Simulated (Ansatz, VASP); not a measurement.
**Si53W in VASP and in Ansatz**

```
CELL_PARAMETERS angstrom
0.00000 8.14068 8.14068
8.14068 0.00000 8.14068
8.14068 8.14068 0.00000
ATOMIC_POSITIONS crystal
W 0.24998 0.25003 0.25002
Si 0.25151 0.25154 0.58277
Si 0.25147 0.25152 0.91407
Si 0.25145 0.58306 0.25132
Si 0.24990 0.58349 0.58329
Si 0.25144 0.58299 0.91421
Si 0.25149 0.91429 0.25128
Si 0.25150 0.91425 0.58287
Si 0.25013 0.91677 0.91647
Si 0.58303 0.25149 0.25132
Si 0.58345 0.24994 0.58330
Si 0.58299 0.25149 0.91418
Si 0.58336 0.58338 0.24997
Si 0.58340 0.58340 0.58326
Si 0.58353 0.58358 0.91644
Si 0.58295 0.91438 0.25130
Si 0.58361 0.91653 0.58339
Si 0.58358 0.91651 0.91646
Si 0.91431 0.25150 0.25129
Si 0.91431 0.25150 0.58281
Si 0.91676 0.25017 0.91645
Si 0.91426 0.58308 0.25130
Si 0.91649 0.58364 0.58339
Si 0.91647 0.58362 0.91646
Si 0.91676 0.91686 0.24972
Si 0.91654 0.91658 0.58339
Si 0.91674 0.91682 0.91653
Si 0.16396 0.16393 0.16373
Si 0.16392 0.16383 0.50842
Si 0.16719 0.16720 0.83271
Si 0.16391 0.50843 0.16385
Si 0.16607 0.50056 0.50033
Si 0.16606 0.50053 0.83302
Si 0.16718 0.83303 0.16690
Si 0.16610 0.83322 0.50030
Si 0.16716 0.83294 0.83286
Si 0.50837 0.16405 0.16379
Si 0.50053 0.16612 0.50032
Si 0.50049 0.16610 0.83304
Si 0.50047 0.50050 0.16603
Si 0.49997 0.50000 0.50003
Si 0.50047 0.50049 0.83299
Si 0.50051 0.83307 0.16605
Si 0.50052 0.83310 0.50031
Si 0.50017 0.83336 0.83321
Si 0.83301 0.16727 0.16688
Si 0.83318 0.16615 0.50029
Si 0.83297 0.16723 0.83278
Si 0.83306 0.50053 0.16604
Si 0.83310 0.50054 0.50030
Si 0.83333 0.50021 0.83320
Si 0.83290 0.83306 0.16696
Si 0.83342 0.83346 0.49981
Si 0.83338 0.83342 0.83324
```

Alike in both runs: functional PBE; k mesh 1 × 1 × 1; occupations gaussian, width 0.05 eV; collinear spin.

Ansatz relaxed the structure, and its values are those at the end. VASP's run is a single point on that final structure, the one shown.

|  | VASP | Ansatz |
| --- | --- | --- |
| version | VASP 6.6.1 | Ansatz 0.2.0 |
| potentials or method | VASP PAW PBE potentials, release 64 (W_sv, Si), cutoff 520 eV | scalar-relativistic, plane waves, PAW |
| valence electrons in the cell | 226 | 226 |

|  | VASP | Ansatz | Ansatz less VASP |
| --- | --- | --- | --- |
| rms of the force components (eV/Å) | 0.004 | 0.002 | -0.0014 |
| net moment per atom (μB) | 0.04 | 0.04 | 0.000 |
| size of the moment on the site where the two differ most (μB) | 1.10 | 0.83 | -0.275 |

Site moments also hang on the region over which each program counts them.

Neither program's run includes spin-orbit coupling.
